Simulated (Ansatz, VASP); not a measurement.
One calculation of LiF, two programs

```
CELL_PARAMETERS angstrom
3.03009 0.00000 0.00000
-1.51505 2.62414 0.00000
0.00000 0.00000 4.65902
ATOMIC_POSITIONS crystal
Li 0.33333 0.66667 0.38398
Li 0.66667 0.33333 0.88398
F 0.33333 0.66667 0.99102
F 0.66667 0.33333 0.49102
```

Alike in both runs: task single point; functional LDA; k mesh 9 × 9 × 6; occupations gaussian, width 0.05 eV; no spin polarisation.

|  | VASP | Ansatz |
| --- | --- | --- |
| version | VASP 6.6.1 | Ansatz 0.2.0 |
| potentials or method | VASP PAW LDA potentials, release 64 (Li_sv, F), cutoff 520 eV | scalar-relativistic, plane waves, PAW |
| valence electrons in the cell | 20 | 20 |

```tsv
	VASP	Ansatz	Ansatz less VASP
gap on the k mesh at the Fermi level (eV)	7.82	7.83	+0.015
least direct gap on the mesh (eV)	7.82	7.83	+0.015
```

LDA's correlation is that of Perdew and Zunger in VASP and of Perdew and Wang (1992) in Ansatz.

Noted on VASP's run: the cutoff is short for stress, so the pressure is rough.
